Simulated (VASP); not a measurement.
A run of VASP 6.6.1 is set up as follows.

INCAR

```
SYSTEM = Pt
PREC = Accurate ; ENCUT = 520
EDIFF = 1E-6 ; ISMEAR = -1
SIGMA = 0.08 ; LREAL = .FALSE.
LASPH = .TRUE. ; NELM = 60
ALGO = Normal ; ISIF = 2
LWAVE = .FALSE. ; LCHARG = .FALSE.
LDIPOL = .TRUE. ; IDIPOL = 3
DIPOL = 0.5 0.5 0.500 ; GGA = PE
NBANDS = 11 ; EFIELD = -0.3
```

File KPOINTS:

```
regular mesh
0
G
  12 12 1
  0 0 0
```

POSCAR

```
Pt
1.0
    2.8080030019      0.0000000000      0.0000000000
    0.0000000000      2.8080030019      0.0000000000
    0.0000000000      0.0000000000     16.0000000000
Pt
1
Direct
    0.0000000000      0.0000000000      0.5000000000
```

Potentials or basis: VASP PAW PBE potentials, release 64 (Pt).

Launch:

```bash
$ cat potpaw_PBE.64/Pt/POTCAR > POTCAR
$ mpirun -np 1 vasp_std > vasp.out
```

(1) What does it give for the band gap on the k mesh?

Results:

(1) zero (bands 5 and 6 overlap by 2.06 eV).

Caveat: spin-orbit coupling is left out, which moves the levels of the heavy elements.
